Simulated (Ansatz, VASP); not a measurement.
## Sb in VASP and in Ansatz

POSCAR

```
Sb
1.0
    3.1600000000      0.0000000000      0.0000000000
    0.0000000000      3.1600000000      0.0000000000
    0.0000000000      0.0000000000      3.1600000000
Sb
1
Direct
    0.0000000000      0.0000000000      0.0000000000
```

File INCAR.step1:

```
SYSTEM = Sb
ALGO = Normal ; EDIFF = 1E-5
ENCUT = 520 ; GGA = PE
ISIF = 2 ; ISMEAR = -1
LASPH = .True. ; LCHARG = .False.
LREAL = .False. ; LWAVE = .True.
NBANDS = 8 ; NELM = 60
PREC = Accurate ; SIGMA = 0.05
```

File INCAR.step2:

```
SYSTEM = Sb
AEXX = 0.05 ; ALGO = Normal
EDIFF = 1E-6 ; ENCUT = 520
GGA = PE ; HFSCREEN = 0.2
ISIF = 2 ; ISMEAR = -1
ISTART = 1 ; LASPH = .True.
LCHARG = .False. ; LHFCALC = .True.
LREAL = .False. ; LWAVE = .False.
NBANDS = 8 ; NELM = 60
PREC = Accurate ; PRECFOCK = Normal
SIGMA = 0.05
```

The input KPOINTS:

```
k-points
0
Gamma
  4 4 4
  0 0 0
```

input.yaml

```yaml
crystal:
  lattice:
    - [3.16, 0.0, 0.0]
    - [0.0, 3.16, 0.0]
    - [0.0, 0.0, 3.16]
  atoms:
    - { symbol: Sb, position: [0.0, 0.0, 0.0] }
hamiltonian:
  xc: { exchange: pbe, correlation: pbe, exx: { coeff: 0.05, omega: 0.2 } }
  pseudopotentials: { kind: paw }
kpoints:
  mp_grid: { grid: [4, 4, 4] }
scf:
  occupations: { method: fermi_dirac, width: 0.05 }
output:
  forces: true
  stress: true
  eigenvalues: true
```

Alike in both runs: task single point; functional PBE-based screened hybrid; k mesh 4 × 4 × 4; occupations fermi-dirac, width 0.05 eV; no spin polarisation.

```csv
,VASP,Ansatz
version,VASP 6.6.1,Ansatz 0.2.0
potentials or method,"VASP PAW PBE potentials, release 64 (Sb)",Ansatz PAW
plane-wave cutoff (eV),520,420
valence electrons in the cell,5,15
```

VASP gave:

* gap on the k mesh at the Fermi level (eV): none
* pressure (GPa): -3.7

Q: Estimate Ansatz's values.

A: gap on the k mesh at the Fermi level (eV): none; pressure (GPa): -3.5.

VASP's potentials were made for PBE, not for PBE-based screened hybrid. A gap of «none» marks a metal or a gap that the smearing closes. VASP's potentials hold 5 valence electrons a cell and Ansatz's 15, so a difference there can come from the potentials and not from the codes.

The k mesh is coarse, so the values compare programs but aren't converged. Spin-orbit coupling is off throughout.
